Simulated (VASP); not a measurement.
# Li (Pccn) in VASP: single point with PBE

Aim: the single point of Li with PBE.

Program: VASP 6.6.1. These are calculated values, not measurements. Logs are shortened: lines on timing, memory, paths and dates and some standing lists are left out, and cuts for length are marked.

**1. The cell of the first run**

The typed cell holds 12 atoms: a = 3.906 Å, b = 13.374 Å, c = 4.650 Å, α = 90.00°, β = 90.00°, γ = 90.00°.

The cell was built from a structure type or drawn by symmetry, and may not be a known phase.

**2. Single point, PBE**

The input, INCAR:

```
SYSTEM = Li
PREC     = Accurate       ! precision mode
ENCUT    = 520            ! plane-wave cutoff, eV
EDIFF    = 1E-6           ! SCF threshold, eV
ISMEAR   = 0              ! smearing method
SIGMA    = 0.1            ! smearing width, eV
LREAL    = .False.        ! projectors in reciprocal space
LASPH    = .True.         ! aspherical terms in the spheres
NELM     = 80             ! most SCF steps
ALGO     = Fast           ! electronic algorithm
ISIF     = 2              ! what is computed and relaxed
LWAVE    = .False.        ! write WAVECAR
LCHARG   = .False.        ! write CHGCAR
GGA      = PE             ! functional
NBANDS   = 30             ! bands
```

The input, KPOINTS:

```
regular mesh
0
Gamma
  6 2 4
  0 0 0
```

The input, POSCAR:

```
Li
1.0
    3.9058073177      0.0000000000      0.0000000000
    0.0000000000     13.3736043489      0.0000000000
    0.0000000000      0.0000000000      4.6498115289
Li
12
Direct
    0.5004334520      0.6665075412     -0.0007293909
   -0.0004334520      0.8334924588     -0.0007293909
    0.4995665480      0.1665075412      0.5007293909
    1.0004334520      0.3334924588      0.5007293909
    0.4995665480      0.3334924588      1.0007293909
    1.0004334520      0.1665075412      1.0007293909
    0.5004334520      0.8334924588      0.4992706091
   -0.0004334520      0.6665075412      0.4992706091
    0.0000000000      0.0000000000      0.5000000000
    0.5000000000      0.5000000000      0.5000000000
    0.0000000000      0.5000000000      0.0000000000
    0.5000000000      0.0000000000      0.0000000000
```

Potentials or basis: VASP PAW PBE potentials, release 64 (Li_sv).

On the command line:

```bash
> cat potpaw_PBE.64/Li_sv/POTCAR > POTCAR
> mpirun -np 1 vasp_std > vasp.out
```

OUTCAR:

```text
SYSTEM = Li
   PREC = Accurate
   ENCUT = 520
   EDIFF = 1E-6
   ISMEAR = 0
   LREAL = .False.
   LASPH = .True.
   NELM = 80
   ISIF = 2
   GGA = PE

 ion  position               nearest neighbor table
   1  0.500  0.667  0.999-
   2  1.000  0.833  0.999-
   3  0.500  0.167  0.501-
   4  0.000  0.333  0.501-
   5  0.500  0.333  0.001-
   6  0.000  0.167  0.001-
   7  0.500  0.833  0.499-
   8  1.000  0.667  0.499-
   9  0.000  0.000  0.500-
  10  0.500  0.500  0.500-
  11  0.000  0.500  0.000-
  12  0.500  0.000  0.000-

  LATTYP: Found a simple orthorhombic cell.
 ALAT       =     3.9058073177
 B/A-ratio  =     1.1904866653
 C/A-ratio  =     3.4240307473

  Lattice vectors:

 A1 = (  -3.9058073177,   0.0000000000,   0.0000000000)
 A2 = (   0.0000000000,   0.0000000000,   4.6498115289)
 A3 = (   0.0000000000,  13.3736043489,   0.0000000000)

Analysis of symmetry for initial positions (statically):
=====================================================================
 Subroutine PRICEL returns:
 Original cell was already a primitive cell.

 Routine SETGRP: Setting up the symmetry group for a
 simple orthorhombic supercell.

 Subroutine GETGRP returns: Found  8 space group operations
 (whereof  2 operations were pure point group operations)
 out of a pool of  8 trial point group operations.

The static configuration has the point symmetry S_2 .
 The point group associated with its full space group is D_2h.

Analysis of symmetry for dynamics (positions and initial velocities):
=====================================================================
 Subroutine PRICEL returns:
 Original cell was already a primitive cell.

 Routine SETGRP: Setting up the symmetry group for a
 simple orthorhombic supercell.

 Subroutine GETGRP returns: Found  8 space group operations
 (whereof  2 operations were pure point group operations)
 out of a pool of  8 trial point group operations.

The dynamic configuration has the point symmetry S_2 .
 The point group associated with its full space group is D_2h.

 Subroutine INISYM returns: Found  8 space group operations
 (whereof  2 operations are pure point group operations),
 and found     1 'primitive' translations

----------------------------------------------------------------------------------------

                                     Primitive cell

  volume of cell :     242.8816

  direct lattice vectors                    reciprocal lattice vectors
     3.905807318  0.000000000  0.000000000     0.256029015  0.000000000  0.000000000
     0.000000000 13.373604349  0.000000000     0.000000000  0.074774158  0.000000000
     0.000000000  0.000000000  4.649811529     0.000000000  0.000000000  0.215062480

  length of vectors
     3.905807318 13.373604349  4.649811529     0.256029015  0.074774158  0.215062480

  position of ions in fractional coordinates (direct lattice)
     0.500433452  0.666507541  0.999270609
     0.999566548  0.833492459  0.999270609
     0.499566548  0.166507541  0.500729391
     0.000433452  0.333492459  0.500729391
     0.499566548  0.333492459  0.000729391
     0.000433452  0.166507541  0.000729391
     0.500433452  0.833492459  0.499270609
     0.999566548  0.666507541  0.499270609
     0.000000000  0.000000000  0.500000000
     0.500000000  0.500000000  0.500000000
     0.000000000  0.500000000  0.000000000
     0.500000000  0.000000000  0.000000000

  ion indices of the primitive-cell ions
   primitive index   ion index
                 1           1
                 2           2
                 3           3
                 4           4
                 5           5
                 6           6
                 7           7
                 8           8
                 9           9
                10          10
                11          11
                12          12

----------------------------------------------------------------------------------------

 KPOINTS: regular mesh

Automatic generation of k-mesh.
 Grid dimensions read from file:
 generate k-points for:    6    2    4

 Generating k-lattice:

  Cartesian coordinates                     Fractional coordinates (reciprocal lattice)
     0.042671502  0.000000000  0.000000000     0.166666667  0.000000000  0.000000000
     0.000000000  0.037387079  0.000000000     0.000000000  0.500000000  0.000000000
     0.000000000  0.000000000  0.053765620     0.000000000  0.000000000  0.250000000

  Length of vectors
     0.042671502  0.037387079  0.053765620

  Shift w.r.t. Gamma in fractional coordinates (k-lattice)
     0.000000000  0.000000000  0.000000000

 Subroutine IBZKPT returns following result:
 ===========================================

 Found     24 irreducible k-points:

 Following reciprocal coordinates:
            Coordinates               Weight
  0.000000  0.000000  0.000000      1.000000
  0.166667  0.000000  0.000000      2.000000
  0.333333  0.000000  0.000000      2.000000
  0.500000  0.000000  0.000000      1.000000
  0.000000  0.500000  0.000000      1.000000
  0.166667  0.500000  0.000000      2.000000
[... 16 lines left out ...]
  0.333333  0.500000  0.500000      2.000000
  0.500000  0.500000  0.500000      1.000000
   k-points           NKPTS =     24   k-points in BZ     NKDIM =     24   number of bands    NBANDS=     30
   number of dos      NEDOS =    301   number of ions     NIONS =     12
   total plane-waves  NPLWV = 108000
   dimension x,y,z NGX =    30 NGY =  100 NGZ =   36
   dimension x,y,z NGXF=    60 NGYF=  200 NGZF=   72
   ions per type =              12
   NGX,Y,Z   is equivalent  to a cutoff of  12.77, 12.43, 12.87 a.u.
   NGXF,Y,Z  is equivalent  to a cutoff of  25.54, 24.86, 25.74 a.u.
 SYSTEM =  Li
   PREC   = accura    normal or accurate (medium, high low for compatibility)
   ISTART =      0    job   : 0-new  1-cont  2-samecut
   ICHARG =      2    charge: 1-file 2-atom 10-const
   ISPIN  =      1    spin polarized calculation?
   LNONCOLLINEAR =      F non collinear calculations
   LSORBIT =      F    spin-orbit coupling
   LASPH  =      T    aspherical Exc in radial PAW
   ENCUT  =  520.0 eV  38.22 Ry    6.18 a.u.   7.26 24.87  8.65*2*pi/ulx,y,z
   NELM   =     80;   NELMIN=  2; NELMDL= -5     # of ELM steps
   EDIFF  = 0.1E-05   stopping-criterion for ELM
   LREAL  =      F    real-space projection
   EDIFFG = 0.1E-04   stopping-criterion for IOM
   NSW    =      0    number of steps for IOM
   IBRION =     -1    ionic relax: 0-MD 1-quasi-New 2-CG
   NFREE  =      0    steps in history (QN), initial steepest desc. (CG)
   ISIF   =      2    stress and relaxation
   ISYM   =      2    0-nonsym 1-usesym 2-fastsym
   POTIM  = 0.5000    time-step for ionic-motion
   TEBEG  =    0.0;   TEEND  =   0.0 temperature during run
   PSTRESS=    0.0 pullay stress
   NELECT =      36.0000    total number of electrons
   NUPDOWN=      -1.0000    fix difference up-down
   EMIN   =  10.00;   EMAX   =-10.00  energy-range for DOS
   EFERMI =   0.00;   METHOD = LEGACY
   ISMEAR =     0;   SIGMA  =   0.10  broadening in eV -4-tet -1-fermi 0-gaus
   EFERMI_NEDOS =   21; number of points for ismear=-14 and -15
   IALGO  =     68    algorithm
   IMIX   =      4    mixing-type and parameters
     AMIX     =   0.40;   BMIX     =  1.00
     AMIX_MAG =   1.60;   BMIX_MAG =  1.00
  volume/ion in A,a.u.               =      20.24       136.59
  Fermi-wavevector in a.u.,A,eV,Ry     =   0.866385  1.637230 10.212839  0.750622
  Thomas-Fermi vector in A             =   1.984766
   LORBIT       =      0    0 simple, 1 ext, 2 COOP (PROOUT), +10 PAW based schemes
   GGA     = PE    functional components
   LHFCALC =     F    Hartree Fock is set to
   AEXX    =    0.0000 exact exchange contribution
   IVDW    =     0    specifies the selected vdW correction
   LEPSILON=     F    determine dielectric tensor
   LRPA    =     F    only Hartree local field effects (RPA)
 non-spin polarized calculation
 RMM-DIIS sequential band-by-band and
 Gauss-broadening in eV      SIGMA  =   0.10
  energy-cutoff  :      520.00
  volume of cell :      242.88
 maximum number of plane-waves:      6570
 NGX is ok and might be reduce to    30
   NGX = 15   NGY = 49   NGZ = 17

 number of electron      35.9999950 magnetization

 Free energy of the ion-electron system (eV)
  ---------------------------------------------------
  ext. energy  EPLUGINS =         0.00000000
  ---------------------------------------------------
  free energy    TOTEN  =       -22.83166853 eV

  energy without entropy =      -22.80336580  energy(sigma->0) =      -22.81751716

 E-fermi :   0.6119     XC(G=0):  -7.0477

 val. band max:        0.5493160046   @ k =   0.3333   0.5000   0.0000
 cond. band min:       0.6175263799   @ k =   0.0000   0.0000   0.2500
 fundamental gap:      0.0682103753
 Fermi energy:         0.6119216822

 k-point     1 :       0.0000    0.0000    0.0000
  band No.  band energies     occupation
      1     -45.9028      2.00000
      2     -45.8978      2.00000
      3     -45.8959      2.00000
      4     -45.8860      2.00000
      5     -45.8836      2.00000
      6     -45.8833      2.00000
[... 22 lines left out ...]
     29       4.5968      0.00000
     30       5.2911      0.00000

 k-point     2 :       0.1667    0.0000    0.0000
  band No.  band energies     occupation
      1     -45.9007      2.00000
      2     -45.8963      2.00000
      3     -45.8943      2.00000
      4     -45.8857      2.00000
      5     -45.8832      2.00000
      6     -45.8830      2.00000
[... 718 lines left out ...]
 k-point    24 :       0.5000    0.5000    0.5000
  band No.  band energies     occupation
      1     -45.8851      2.00000
      2     -45.8851      2.00000
      3     -45.8851      2.00000
      4     -45.8851      2.00000
      5     -45.8851      2.00000
      6     -45.8851      2.00000
[... 22 lines left out ...]
     29       5.0858      0.00000
     30       5.0900      0.00000

------------------------ aborting loop because EDIFF is reached ----------------------------------------

  FORCE on cell =-STRESS in cart. coord.  units (eV):
  Direction    XX          YY          ZZ          XY          YZ          ZX
  --------------------------------------------------------------------------------------
  -------------------------------------------------------------------------------------
  Total        0.0092489      0.0131405     -0.5797975      0.0000000      0.0000000      0.0000000
  in kB        0.0610106      0.0866820     -3.8246552      0.0000000      0.0000000      0.0000000
  external PRESSURE =      -1.2256542 kB  Pullay stress =       0.0000000 kB

 VOLUME and BASIS-vectors are now :
 -----------------------------------------------------------------------------
  energy-cutoff  :      520.00
  volume of cell :      242.88
      direct lattice vectors                 reciprocal lattice vectors
     3.905807318  0.000000000  0.000000000     0.256029015  0.000000000  0.000000000
     0.000000000 13.373604349  0.000000000     0.000000000  0.074774158  0.000000000
     0.000000000  0.000000000  4.649811529     0.000000000  0.000000000  0.215062480

 POSITION                                       TOTAL-FORCE (eV/Angst)
 -----------------------------------------------------------------------------------
      1.95460      8.91361      4.64642        -0.004784      0.004452      0.000580
      3.90411     11.14680      4.64642         0.004784     -0.004452      0.000580
      1.95121      2.22681      2.32830         0.004784      0.004452     -0.000580
      0.00169      4.46000      2.32830        -0.004784     -0.004452     -0.000580
      1.95121      4.46000      0.00339         0.004784     -0.004452     -0.000580
      0.00169      2.22681      0.00339        -0.004784      0.004452     -0.000580
      1.95460     11.14680      2.32151        -0.004784     -0.004452      0.000580
      3.90411      8.91361      2.32151         0.004784      0.004452      0.000580
      0.00000      0.00000      2.32491         0.000000      0.000000      0.000000
      1.95290      6.68680      2.32491         0.000000      0.000000      0.000000
      0.00000      6.68680      0.00000         0.000000      0.000000      0.000000
      1.95290      0.00000      0.00000         0.000000      0.000000      0.000000
 -----------------------------------------------------------------------------------
    total drift:                                0.000000      0.000000     -0.000000

  FREE ENERGIE OF THE ION-ELECTRON SYSTEM (eV)
  ---------------------------------------------------
  free  energy   TOTEN  =       -22.8316685308 eV

  energy  without entropy=      -22.8033657974  energy(sigma->0) =      -22.81751716
```

It took 4.2 min on 1 thread of Intel Xeon Platinum 8259CL at 2.50GHz (Skylake/Cascade Lake), shared host; peak memory 0.36 GiB.

What came out:

```
Free energy            : -22.8317 eV
Largest force          : 0.007 eV/Å
Band gap on the k mesh : zero (bands 18 and 19 overlap by 1.78 eV)
```

Forces on the atoms (eV/Å):
```
Li  -0.005  0.004  0.001
Li   0.005 -0.004  0.001
Li   0.005  0.004 -0.001
Li  -0.005 -0.004 -0.001
Li   0.005 -0.004 -0.001
Li  -0.005  0.004 -0.001
Li  -0.005 -0.004  0.001
Li   0.005  0.004  0.001
Li   0.000  0.000  0.000
Li   0.000  0.000  0.000
Li   0.000  0.000  0.000
Li   0.000  0.000  0.000
```

Caveat: the cutoff is under 1.25 times the usual one of these potentials, so pressure, stress and relaxed cells hold a basis-set (Pulay) error.
